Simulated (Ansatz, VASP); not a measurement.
YbB2 in VASP and in Ansatz

```
Yb B
1.0
     3.20125    0.00000    0.00000
    -1.60063    2.77237    0.00000
     0.00000    0.00000    3.78719
Yb B
1 2
Direct
  0.00000 0.00000 0.00000
  0.33333 0.66667 0.50000
  0.66667 0.33333 0.50000
```

Alike in both runs: task single point; functional PBEsol; k mesh 14 × 14 × 10; occupations gaussian, width 0.05 eV; no spin polarisation.

|  | VASP | Ansatz |
| --- | --- | --- |
| version | VASP 6.6.1 | Ansatz 0.2.0 |
| potentials or method | VASP PAW PBE potentials, release 64 (Yb, B), cutoff 520 eV | scalar-relativistic, plane waves, PAW |
| valence electrons in the cell | 30 | 30 |

```tsv
	VASP	Ansatz	Ansatz less VASP
gap on the k mesh at the Fermi level (eV)	none	none	-
pressure (GPa)	0.2	0.0	-0.19
traceless stress, the component that is largest in VASP (GPa)	0.05	0.02	-0.031
```

VASP's potentials were made for PBE, not for PBEsol. A gap of «none» marks a metal or a gap that the smearing closes.

Spin-orbit coupling is off throughout.
